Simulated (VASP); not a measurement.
Set up this calculation in VASP 6.6.1, as the native input.

| Item | Value |
| --- | --- |
| Task | single point |
| Functional | revPBE |
| Dispersion | D4 |
| Potentials or basis | VASP PAW PBE potentials, release 64 (W_sv, S) |
| Cutoff | 520 eV |
| k mesh | 10 × 10 × 2 |
| Occupations | fermi-dirac, width 0.05 eV |
| Spin | no spin polarisation |
| Dipole correction | no |
| Further INCAR settings | ALGO = Normal; EDIFF = 1e-06; NBANDS = 20 |

The structure of WS2 lies in POSCAR:

```
WS2
1.0
    3.1489818254      0.0000000000      0.0000000000
   -1.5744909127      2.7270982569      0.0000000000
    0.0000000000      0.0000000000     16.9420016543
W S
1 2
Direct
    0.0000000000      0.0000000000      0.0000000000
    0.3333333333      0.6666666667      0.0931710958
    0.3333333333      0.6666666667      0.9068289042
```

These files were run (other wordings do the same):

INCAR

```
SYSTEM = WS2
  ALGO = Normal
  EDIFF = 1E-6
  ENCUT = 520
  GGA = RE
  ISIF = 2
  ISMEAR = -1
  IVDW = 13
  LASPH = .True.
  LCHARG = .False.
  LREAL = .False.
  LWAVE = .False.
  NBANDS = 20
  NELM = 100
  PREC = Accurate
  SIGMA = 0.05
```

KPOINTS

```
k-points
0
Gamma
  10 10 2
  0 0 0
```

Potentials or basis: VASP PAW PBE potentials, release 64 (W_sv, S).

Command:

```console
$ cat potpaw_PBE.64/W_sv/POTCAR potpaw_PBE.64/S/POTCAR > POTCAR
$ mpirun -np 1 vasp_std > vasp.out
```

Results of the run:

```json
{"Largest force": "0.013 eV/Å", "Band gap on the k mesh": "2.23 eV, indirect (least direct gap 2.31 eV)", "Dispersion energy per atom": "-0.624 eV"}
```

Caveat: the PAW data sets were made with another functional, which shifts forces and pressure a little; spin-orbit coupling is left out, which moves the levels of the heavy elements.

Run time: 110 s on 1 thread of Intel(R) Xeon(R) Platinum 8488C (Sapphire Rapids) (shared host), peak memory 0.28 GiB.
